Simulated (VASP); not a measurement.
Runs of VASP 6.6.1 on Ti. The structure is that of space group Im-3m (No. 229), or close to it. The cells are those of the table. 

```csv
task,cell,cutoff (eV),k mesh for the DOS,occupations for the DOS,gap on the mesh (eV),pressure (GPa)
single point,"a = 2.503 Å, angles 109.5°, 1 atom",520,-,-,none,(b)
single point,"a = 2.588 Å, angles 109.5°, 1 atom",520,-,-,none,(a)
single point,"a = 2.102 Å, angles 109.5°, 1 atom",520,-,-,none,322.5
single point,"a = 2.206 Å, angles 109.5°, 1 atom",520,-,-,none,207.3
single point,"a = 2.412 Å, angles 109.5°, 1 atom",520,-,-,none,80.6
relaxation of cell and atoms,"relaxed from a = 2.756 Å, angles 109.5°, 1 atom",600,-,-,none,0.0
```

Alike in all rows: level LDA; potentials or basis VASP PAW LDA potentials, release 64 (Ti_sv); no spin polarisation; k mesh 19 × 19 × 19; smearing fermi-dirac 0.08 eV.

**Question.** Estimate the missing entries.

**Answer.** (a) 26.7; (b) 48.6.

A gap of «none» marks levels without a gap at the run's occupations.
